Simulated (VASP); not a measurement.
# SnO (P4/nmm) in VASP: settings compared

The runs below take SnO through relaxation of cell and atoms, single point, with PBEsol+D4, b88 exchange, pbe correlation.

Program: VASP 6.6.1. These are calculated values, not measurements. Logs are shortened: lines on timing, memory, paths and dates and some standing lists are left out, and cuts for length are marked.

### Step 1. The cell of the first run

Symmetry: P4/nmm, No. 129, tetragonal system. Conventional cell: a = 3.814 Å, b = 3.814 Å, c = 4.887 Å, α = 90.00°, β = 90.00°, γ = 90.00°. Within 2.9 Å of Sn (site symmetry 4mm) lie 4 O at 2.23 Å. Within 2.9 Å of O (site symmetry -4m2) lie 4 Sn at 2.23 Å and 4 O at 2.70 Å.

### Step 2. Relaxation of cell and atoms, PBEsol+D4

INCAR reads:

```
SYSTEM = SnO
PREC     = Accurate       ! precision mode
ENCUT    = 600            ! plane-wave cutoff, eV
EDIFF    = 1E-6           ! SCF threshold, eV
ISMEAR   = -1             ! smearing method
SIGMA    = 0.05           ! smearing width, eV
LREAL    = .FALSE.        ! projectors in reciprocal space
LASPH    = .TRUE.         ! aspherical terms in the spheres
NELM     = 80             ! most SCF steps
ALGO     = Normal         ! electronic algorithm
ISIF     = 3              ! what is computed and relaxed
LWAVE    = .FALSE.        ! write WAVECAR
LCHARG   = .FALSE.        ! write CHGCAR
GGA      = PS             ! functional
IVDW     = 13             ! dispersion correction
IBRION   = 2              ! ionic algorithm
NSW      = 60             ! ionic steps
EDIFFG   = -0.01          ! ionic threshold
```

KPOINTS reads:

```
regular mesh
0
G
  7 7 6
  0 0 0
```

POSCAR reads:

```
SnO
1.0
    3.8136952200      0.0000000000      0.0000000000
    0.0000000000      3.8136952200      0.0000000000
    0.0000000000      0.0000000000      4.8869133000
Sn O
2 2
Direct
    0.5000000000      0.0000000000      0.7646261400
    0.0000000000      0.5000000000      0.2353738600
    0.0000000000      0.0000000000      0.0000000000
    0.5000000000      0.5000000000      0.0000000000
```

Potentials or basis: VASP PAW PBE potentials, release 64 (Sn_d, O).

On the command line:

```
$ cat potpaw_PBE.64/Sn_d/POTCAR potpaw_PBE.64/O/POTCAR > POTCAR
$ mpirun -np 1 vasp_std > vasp.out
```

OUTCAR:

```text
SYSTEM = SnO
   PREC = Accurate
   ENCUT = 600
   EDIFF = 1E-6
   ISMEAR = -1
   LREAL = .FALSE.
   LASPH = .TRUE.
   NELM = 80
   ISIF = 3
   GGA = PS
   IVDW = 13
   IBRION = 2
   NSW = 60
   EDIFFG = -0.01

 ion  position               nearest neighbor table
   1  0.500  0.000  0.765-   3 2.23   4 2.23   4 2.23   3 2.23   2 3.54   2 3.54   2 3.54   2 3.54
                             2 3.74   2 3.74   2 3.74   2 3.74
   2  0.000  0.500  0.235-   3 2.23   4 2.23   3 2.23   4 2.23   1 3.54   1 3.54   1 3.54   1 3.54
                             1 3.74   1 3.74   1 3.74   1 3.74
   3  0.000  0.000  0.000-   1 2.23   2 2.23   2 2.23   1 2.23
   4  0.500  0.500  0.000-   1 2.23   2 2.23   1 2.23   2 2.23

  LATTYP: Found a simple tetragonal cell.
 ALAT       =     3.8136952200
 C/A-ratio  =     1.2814116016

  Lattice vectors:

 A1 = (   3.8136952200,   0.0000000000,   0.0000000000)
 A2 = (   0.0000000000,   3.8136952200,   0.0000000000)
 A3 = (   0.0000000000,   0.0000000000,   4.8869133000)

Analysis of symmetry for initial positions (statically):
=====================================================================
 Subroutine PRICEL returns:
 Original cell was already a primitive cell.

 Routine SETGRP: Setting up the symmetry group for a
 simple tetragonal supercell.

 Subroutine GETGRP returns: Found 16 space group operations
 (whereof  8 operations were pure point group operations)
 out of a pool of 16 trial point group operations.

The static configuration has the point symmetry D_2d.
 The point group associated with its full space group is D_4h.

Analysis of symmetry for dynamics (positions and initial velocities):
=====================================================================
 Subroutine PRICEL returns:
 Original cell was already a primitive cell.

 Routine SETGRP: Setting up the symmetry group for a
 simple tetragonal supercell.

 Subroutine GETGRP returns: Found 16 space group operations
 (whereof  8 operations were pure point group operations)
 out of a pool of 16 trial point group operations.

The dynamic configuration has the point symmetry D_2d.
 The point group associated with its full space group is D_4h.

 Subroutine INISYM returns: Found 16 space group operations
 (whereof  8 operations are pure point group operations),
 and found     1 'primitive' translations

----------------------------------------------------------------------------------------

                                     Primitive cell

  volume of cell :      71.0766

  direct lattice vectors                    reciprocal lattice vectors
     3.813695220  0.000000000  0.000000000     0.262212878  0.000000000  0.000000000
     0.000000000  3.813695220  0.000000000     0.000000000  0.262212878  0.000000000
     0.000000000  0.000000000  4.886913300     0.000000000  0.000000000  0.204628144

  length of vectors
     3.813695220  3.813695220  4.886913300     0.262212878  0.262212878  0.204628144

  position of ions in fractional coordinates (direct lattice)
     0.500000000  0.000000000  0.764626140
     0.000000000  0.500000000  0.235373860
     0.000000000  0.000000000  0.000000000
     0.500000000  0.500000000  0.000000000

  ion indices of the primitive-cell ions
   primitive index   ion index
                 1           1
                 2           2
                 3           3
                 4           4

----------------------------------------------------------------------------------------

 KPOINTS: regular mesh

Automatic generation of k-mesh.
 Grid dimensions read from file:
 generate k-points for:    7    7    6

 Generating k-lattice:

  Cartesian coordinates                     Fractional coordinates (reciprocal lattice)
     0.037458983  0.000000000  0.000000000     0.142857143  0.000000000  0.000000000
     0.000000000  0.037458983  0.000000000     0.000000000  0.142857143  0.000000000
     0.000000000  0.000000000  0.034104691     0.000000000  0.000000000  0.166666667

  Length of vectors
     0.037458983  0.037458983  0.034104691

  Shift w.r.t. Gamma in fractional coordinates (k-lattice)
     0.000000000  0.000000000  0.000000000

 Subroutine IBZKPT returns following result:
 ===========================================

 Found     40 irreducible k-points:

 Following reciprocal coordinates:
            Coordinates               Weight
  0.000000  0.000000  0.000000      1.000000
  0.142857  0.000000  0.000000      4.000000
  0.285714  0.000000  0.000000      4.000000
  0.428571  0.000000  0.000000      4.000000
  0.142857  0.142857  0.000000      4.000000
  0.285714  0.142857  0.000000      8.000000
[... 16 lines left out ...]
  0.285714  0.000000  0.333333      8.000000
  0.428571  0.000000  0.333333      8.000000
 [... further k-points ...]
   k-points           NKPTS =     40   k-points in BZ     NKDIM =     40   number of bands    NBANDS=     24
   number of dos      NEDOS =    301   number of ions     NIONS =      4
   total plane-waves  NPLWV =  36000
   dimension x,y,z NGX =    30 NGY =   30 NGZ =   40
   dimension x,y,z NGXF=    60 NGYF=   60 NGZF=   80
   ions per type =               2   2
   NGX,Y,Z   is equivalent  to a cutoff of  13.08, 13.08, 13.61 a.u.
   NGXF,Y,Z  is equivalent  to a cutoff of  26.16, 26.16, 27.21 a.u.
 SYSTEM =  SnO
   PREC   = accura    normal or accurate (medium, high low for compatibility)
   ISTART =      0    job   : 0-new  1-cont  2-samecut
   ICHARG =      2    charge: 1-file 2-atom 10-const
   ISPIN  =      1    spin polarized calculation?
   LNONCOLLINEAR =      F non collinear calculations
   LSORBIT =      F    spin-orbit coupling
   LASPH  =      T    aspherical Exc in radial PAW
   ENCUT  =  600.0 eV  44.10 Ry    6.64 a.u.   7.62  7.62  9.76*2*pi/ulx,y,z
   NELM   =     80;   NELMIN=  2; NELMDL= -5     # of ELM steps
   EDIFF  = 0.1E-05   stopping-criterion for ELM
   LREAL  =      F    real-space projection
   EDIFFG = -.1E-01   stopping-criterion for IOM
   NSW    =     60    number of steps for IOM
   IBRION =      2    ionic relax: 0-MD 1-quasi-New 2-CG
   NFREE  =      1    steps in history (QN), initial steepest desc. (CG)
   ISIF   =      3    stress and relaxation
   ISYM   =      2    0-nonsym 1-usesym 2-fastsym
   POTIM  = 0.5000    time-step for ionic-motion
   TEBEG  =    0.0;   TEEND  =   0.0 temperature during run
   PSTRESS=    0.0 pullay stress
   NELECT =      40.0000    total number of electrons
   NUPDOWN=      -1.0000    fix difference up-down
   EMIN   =  10.00;   EMAX   =-10.00  energy-range for DOS
   EFERMI =   0.00;   METHOD = LEGACY
   ISMEAR =    -1;   SIGMA  =   0.05  broadening in eV -4-tet -1-fermi 0-gaus
   EFERMI_NEDOS =   21; number of points for ismear=-14 and -15
   IALGO  =     38    algorithm
   IMIX   =      4    mixing-type and parameters
     AMIX     =   0.40;   BMIX     =  1.00
     AMIX_MAG =   1.60;   BMIX_MAG =  1.00
  volume/ion in A,a.u.               =      17.77       119.91
  Fermi-wavevector in a.u.,A,eV,Ry     =   1.351614  2.554180 24.855939  1.826860
  Thomas-Fermi vector in A             =   2.479021
   LORBIT       =      0    0 simple, 1 ext, 2 COOP (PROOUT), +10 PAW based schemes
   GGA     = PS    functional components
   LHFCALC =     F    Hartree Fock is set to
   AEXX    =    0.0000 exact exchange contribution
   IVDW    =    13    specifies the selected vdW correction
   LEPSILON=     F    determine dielectric tensor
   LRPA    =     F    only Hartree local field effects (RPA)
 conjugate gradient relaxation of ions
 non-spin polarized calculation
  energy-cutoff  :      600.00
  volume of cell :       71.08
 maximum number of plane-waves:      2399
   NGX = 15   NGY = 15   NGZ = 19

--------------------------------------- Ionic step        1  -------------------------------------------

 number of electron      40.0000019 magnetization

 Free energy of the ion-electron system (eV)
  ---------------------------------------------------
  ext. energy  EPLUGINS =         0.00000000
  ---------------------------------------------------
  free energy    TOTEN  =       -24.21189462 eV

  energy without entropy =      -24.21152213  energy(sigma->0) =      -24.21170837

------------------------ aborting loop because EDIFF is reached ----------------------------------------

  DFT-D4 for vdW energy calculation

  Edisp (eV):   -0.61733

  FORCE on cell =-STRESS in cart. coord.  units (eV):
  Direction    XX          YY          ZZ          XY          YZ          ZX
  --------------------------------------------------------------------------------------
  -------------------------------------------------------------------------------------
  Total      -0.72323    -0.72323    -0.79796     0.00000     0.00000     0.00000
  in kB     -16.30279   -16.30279   -17.98733     0.00000     0.00000     0.00000
  external pressure =      -16.86 kB  Pullay stress =        0.00 kB
[... 103 lines left out ...]
  FREE ENERGIE OF THE ION-ELECTRON SYSTEM (eV)
  ---------------------------------------------------
  free  energy   TOTEN  =       -24.8416828954 eV

  energy  without entropy=      -24.8405972993  energy(sigma->0) =      -24.84114010

[... ionic steps 4 to 7 ...]

--------------------------------------- Ionic step        8  -------------------------------------------

 number of electron      40.0000017 magnetization

------------------------ aborting loop because EDIFF is reached ----------------------------------------

  DFT-D4 for vdW energy calculation

  Edisp (eV):   -0.66598
[... 73 lines left out ...]
  energy  without entropy=      -24.8731969708  energy(sigma->0) =      -24.87468104

--------------------------------------- Ionic step       10  -------------------------------------------

 number of electron      40.0000016 magnetization

 Free energy of the ion-electron system (eV)
  ---------------------------------------------------
  ext. energy  EPLUGINS =         0.00000000
  ---------------------------------------------------
  free energy    TOTEN  =       -24.20980940 eV

  energy without entropy =      -24.20685012  energy(sigma->0) =      -24.20832976

 E-fermi :   7.7851     XC(G=0): -10.8656

 val. band max:        7.7750095486   @ k =   0.1429   0.0000   0.0000
 cond. band min:       7.8097656487   @ k =   0.0000   0.0000   0.0000
 fundamental gap:      0.0347561001
 Fermi energy:         7.7850561557

 k-point     1 :       0.0000    0.0000    0.0000
  band No.  band energies     occupation
      1     -14.2258      2.00000
      2     -13.7739      2.00000
      3     -13.7739      2.00000
      4     -13.7506      2.00000
      5     -13.7179      2.00000
      6     -13.7151      2.00000
[... 637 lines left out ...]
     23      12.4586      0.00000
     24      13.7257      0.00000

 [... further k-points ...]

------------------------ aborting loop because EDIFF is reached ----------------------------------------

  DFT-D4 for vdW energy calculation

  Edisp (eV):   -0.66641

  FORCE on cell =-STRESS in cart. coord.  units (eV):
  Direction    XX          YY          ZZ          XY          YZ          ZX
  --------------------------------------------------------------------------------------
  -------------------------------------------------------------------------------------
  Total       0.00553     0.00553    -0.01313     0.00000     0.00000     0.00000
  in kB       0.13490     0.13490    -0.32021     0.00000     0.00000     0.00000
  external pressure =       -0.02 kB  Pullay stress =        0.00 kB
[... 19 lines left out ...]
  FREE ENERGIE OF THE ION-ELECTRON SYSTEM (eV)
  ---------------------------------------------------
  free  energy   TOTEN  =       -24.8762176578 eV

  energy  without entropy=      -24.8732583802  energy(sigma->0) =      -24.87473802

 reached required accuracy - stopping structural energy minimisation
```

Run time: 8.6 min. Hardware: 1 thread of Intel Xeon Platinum 8259CL at 2.50GHz (Skylake/Cascade Lake), shared host; peak memory 0.23 GiB.

What came out:

| Item | Value |
| --- | --- |
| Free energy | -24.8762 eV |
| Relaxed volume | 16.42 Å³/atom |
| Relaxed cell | a = 3.780 Å, b = 3.780 Å, c = 4.596 Å, α = 90.00°, β = 90.00°, γ = 90.00° |
| Space group after relaxing (to 0.1 Å) | P4/nmm (No. 129) |
| Energy gained by relaxing | 11.7 meV/atom |
| Ionic steps | 10 |
| Pressure after relaxing | 0.0 GPa |
| Largest force after relaxing | 0.005 eV/Å |
| Band gap on the k mesh | zero (bands 20 and 21 overlap by 0.15 eV) |
| Dispersion energy per atom | -0.167 eV |

Forces on the atoms (eV/Å):
```
Sn   0.000  0.000  0.005
Sn   0.000  0.000 -0.005
O    0.000  0.000  0.000
O    0.000  0.000  0.000
```

Step by step:
```tsv
step	energy change (eV)	largest force (eV/Å)	pressure (GPa)	volume (Å³)
1	0.0000	0.1606	-1.69	71.08
2	-0.0124	0.4079	0.39	69.17
3	-0.0125	0.4331	0.61	68.98
4	-0.0225	0.2943	0.46	68.36
5	-0.0345	0.0683	0.04	66.72
6	-0.0410	0.0544	-0.02	66.42
7	-0.0466	0.0342	-0.08	65.91
8	-0.0470	0.0288	-0.09	65.73
9	-0.0469	0.0265	0.18	65.63
10	-0.0470	0.0045	0.00	65.69
```

Final structure:
```
Sn O
1.0
     3.78035    0.00000    0.00000
     0.00000    3.78035    0.00000
     0.00000    0.00000    4.59626
Sn O
2 2
Direct
  0.50000 0.00000 0.74786
  0.00000 0.50000 0.25214
  0.00000 0.00000 0.00000
  0.50000 0.50000 0.00000
```

Caveat: semilocal functionals underestimate gaps, so a narrow gap can read as zero; the PAW data sets were made with another functional, which shifts forces and pressure a little; spin-orbit coupling is left out, which moves the levels of the heavy elements.

[end of part 1 of 2]
